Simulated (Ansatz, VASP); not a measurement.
NiI3 in VASP and in Ansatz

File INCAR:

```
ALGO = Normal
EDIFF = 1E-6
ENCUT = 520
GGA = PS
ISIF = 2
ISMEAR = 0
ISPIN = 2
LASPH = T
LCHARG = F
LMAXMIX = 4
LORBIT = 11
LREAL = F
LWAVE = F
MAGMOM = 0.07 0 0 0
NBANDS = 28
NELM = 150
PREC = Accurate
SIGMA = 0.05
```

Contents of KPOINTS:

```
k-points
0
Gamma
  6 6 6
```

POSCAR

```
NiI3
1.0
    5.2966863866      0.0000000000      0.0000000000
    0.0000000000      5.2966863866      0.0000000000
    0.0000000000      0.0000000000      5.2966863866
Ni I
1 3
Direct
    0.0000000000      0.0000000000      0.0000000000
    0.5000000000      0.0000000000      0.0000000000
    0.0000000000      0.0000000000      0.5000000000
    0.0000000000      0.5000000000      0.0000000000
```

Input for Ansatz:

```yaml
crystal:
  lattice:
    - [5.2966863866, 0.0, 0.0]
    - [0.0, 5.2966863866, 0.0]
    - [0.0, 0.0, 5.2966863866]
  atoms:
    - { symbol: Ni, position: [0.0, 0.0, 0.0], spin: 0.07 }
    - { symbol: I, position: [0.5, 0.0, 0.0] }
    - { symbol: I, position: [0.0, 0.0, 0.5] }
    - { symbol: I, position: [0.0, 0.5, 0.0] }
basis:
  ecutwfc: 420
  ecutrho_ratio: 4
kpoints:
  mp_grid: { grid: [6, 6, 6] }
hamiltonian:
  xc: pbesol
scf:
  occupations: { method: gaussian, width: 0.05 }
output:
  forces: true
  stress: true
  eigenvalues: true
  populations: true
magnetization:
  spin_polarized: true
```

Alike in both runs: task single point; functional PBEsol; k mesh 6 × 6 × 6; occupations gaussian, width 0.05 eV; collinear spin.

```csv
,VASP,Ansatz
version,VASP 6.6.1,Ansatz 0.2.0
potentials or method,"VASP PAW PBE potentials, release 64 (Ni, I), cutoff 520 eV","scalar-relativistic, plane waves, PAW"
valence electrons in the cell,31,69
```

|  | VASP | Ansatz | Ansatz less VASP |
| --- | --- | --- | --- |
| gap on the k mesh at the Fermi level (eV) | none | none | - |
| pressure (GPa) | -1.4 | -1.3 | +0.07 |
| net moment per atom (μB) | 0.01 | 0.07 | +0.065 |
| size of the moment on the site where the two differ most (μB) | 0.01 | 0.08 | +0.072 |

VASP's potentials were made for PBE, not for PBEsol. Site moments also hang on the region over which each program counts them. A gap of «none» marks a metal or a gap that the smearing closes. VASP's potentials hold 31 valence electrons a cell and Ansatz's 69, so a difference there can come from the potentials and not from the codes.

Neither program's run includes spin-orbit coupling.
